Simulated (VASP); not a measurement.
Here is a VASP 6.6.1 calculation.

File INCAR:

```
SYSTEM = BeAg2F6
PREC = Accurate ; ENCUT = 520
EDIFF = 1E-6 ; ISMEAR = 0
SIGMA = 0.1 ; LREAL = .False.
LASPH = .True. ; NELM = 150
ALGO = Normal ; ISIF = 2
LWAVE = .False. ; LCHARG = .False.
ISPIN = 2 ; MAGMOM = 0 1 1 0 0 0 0 0 0
LORBIT = 11 ; LMAXMIX = 4
GGA = PE ; NBANDS = 47
```

Contents of KPOINTS:

```
regular mesh
0
Gamma
  4 4 4
  0 0 0
```

POSCAR

```
BeAg2F6
1.0
    0.0000000000      3.6411209400      3.6411209400
    3.6411209400      0.0000000000      3.6411209400
    3.6411209400      3.6411209400      0.0000000000
Be Ag F
1 2 6
Direct
    0.0000000000      0.0000000000      0.0000000000
    0.2500000000      0.2500000000      0.2500000000
    0.7500000000      0.7500000000      0.7500000000
    0.7500000000      0.2500000000      0.2500000000
    0.2500000000      0.7500000000      0.2500000000
    0.2500000000      0.7500000000      0.7500000000
    0.7500000000      0.2500000000      0.7500000000
    0.2500000000      0.2500000000      0.7500000000
    0.7500000000      0.7500000000      0.2500000000
```

Potentials or basis: VASP PAW PBE potentials, release 64 (Be, Ag, F).

Launch:

```console
$ cat potpaw_PBE.64/Be/POTCAR potpaw_PBE.64/Ag/POTCAR potpaw_PBE.64/F/POTCAR > POTCAR
$ mpirun -np 1 vasp_std > vasp.out
```

What does it give for the band gap on the k mesh?

Zero (filled and empty bands overlap).

Estimate the pressure.

-2.8 GPa.

Predict the site moments.

Be -0.01; Ag +0.46; F +0.17 μB.

Caveat: the k points lie up to 0.37 Å⁻¹ apart.
